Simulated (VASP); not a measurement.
## Pb: single point with LDA

Pb:

```
Pb
1.0
     3.07859   -1.77335    0.00000
     3.07859    1.77335    0.00000
    -2.14330    0.00000    6.17543
Pb
2
Direct
  0.90851 0.90851 0.72629
  0.09149 0.09149 0.27371
```

```yaml
Program: VASP 6.6.1
Task: single point
Functional: LDA
Potentials_or_basis: VASP PAW LDA potentials, release 64 (Pb_d)
Cutoff: 520 eV
k_mesh: 9 × 9 × 5
Occupations: fermi-dirac, width 0.05 eV
Spin: no spin polarisation
Dipole_correction: no
Further_INCAR_settings: ALGO = Fast; EDIFF = 1e-07; NBANDS = 21
```

* Pressure: -4.4 GPa
* Largest force: 0.232 eV/Å
* Band gap on the k mesh: zero (band 14 reaches 11.75 eV, above the bottom of band 15 at 4.50 eV)

Forces on the atoms (eV/Å):
```
Pb   0.023  0.000 -0.231
Pb  -0.023  0.000  0.231
```

Stress tensor (GPa, compression positive):
```
-4.28  0.00 -0.01
 0.00 -4.32  0.00
-0.01  0.00 -4.49
```

Levels at points of the mesh, in eV from the Fermi level:
```csv
k point,band 12,band 13,band 14,band 15,band 16,band 17
"(0.00, 0.00, 0.00)",-8.33,-3.76,5.96,6.12,6.17,6.23
```

It took 64 s on 1 thread of Intel(R) Xeon(R) 6975P-C (Granite Rapids), with other jobs on the host, peak memory 0.25 GiB.

Caveat: spin-orbit coupling is left out, which moves the levels of the heavy elements.
